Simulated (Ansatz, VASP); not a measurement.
Ru in VASP and in Ansatz

```xyz
1
Lattice="-1.5266 1.5266 1.5266 1.5266 -1.5266 1.5266 1.5266 1.5266 -1.5266" Properties=species:S:1:pos:R:3 pbc="T T T"
Ru    0.0000    0.0000    0.0000
```

Alike in both runs: functional PBE; k mesh 24 × 24 × 24; occupations fermi-dirac, width 0.05 eV; no spin polarisation.

Ansatz relaxed the structure, and its values are those at the end. VASP's run is a single point on that final structure, the one shown.

```csv
,VASP,Ansatz
version,VASP 6.6.1,Ansatz 0.2.0
potentials or method,"VASP PAW PBE potentials, release 64 (Ru_pv)","PAW with Ansatz's default frozen-core files, scalar-relativistic"
plane-wave cutoff (eV),520,420
valence electrons in the cell,14,16
```

VASP gave:

```
pressure (GPa) : -0.1
```

Problem. Which values does Ansatz return?

Solution. Pressure (GPa): 0.0.

With one functional, cell and mesh, what is left measures potentials, basis and numerics. VASP's potentials hold 14 valence electrons a cell and Ansatz's 16, so a difference there can come from the potentials and not from the codes.
